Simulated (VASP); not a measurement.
Write the native input for VASP 6.6.1 that does the following.

- Task: single point
- Functional: PBE
- Potentials or basis: VASP PAW PBE potentials, release 64 (Na_pv, I)
- Cutoff: 520 eV
- k mesh: 6 × 6 × 6
- Occupations: gaussian, width 0.1 eV
- Spin: no spin polarisation
- Dipole correction: no
- Further INCAR settings: ALGO = Normal; EDIFF = 1e-06; NBANDS = 26

The structure of Na4I lies in POSCAR:

```
Na4I
1.0
    6.0671615643      0.0000000000      0.0000000000
    0.0000000000      6.0671615643      0.0000000000
    0.0000000000      0.0000000000      6.0671615643
Na I
4 1
Direct
    0.5000000000      0.0000000000      0.0000000000
    0.0000000000      0.5000000000      0.0000000000
    0.0000000000      0.0000000000      0.5000000000
    0.0000000000      0.0000000000      0.0000000000
    0.5000000000      0.5000000000      0.5000000000
```

The input as run:

INCAR

```
PREC = Accurate
ENCUT = 520
EDIFF = 1E-6
ISMEAR = 0
SIGMA = 0.1
LREAL = F
LASPH = T
NELM = 100
ALGO = Normal
ISIF = 2
LWAVE = F
LCHARG = F
GGA = PE
NBANDS = 26
```

KPOINTS

```
Automatic mesh
0
Gamma
  6 6 6
```

Potentials or basis: VASP PAW PBE potentials, release 64 (Na_pv, I).

Run with:

```bash
$ cat potpaw_PBE.64/Na_pv/POTCAR potpaw_PBE.64/I/POTCAR > POTCAR
$ mpirun -np 1 vasp_std > vasp.out
```

Results of the run:

```yaml
Pressure: 0.0 GPa
```

Caveat: an odd number of electrons without spin polarisation forces a metal; a magnetic or distorted state may lie lower.

Run time: 72 s on 1 thread of Intel(R) Xeon(R) Platinum 8259CL CPU @ 2.50GHz (Skylake/Cascade Lake), with other jobs on the host, peak memory 0.35 GiB.
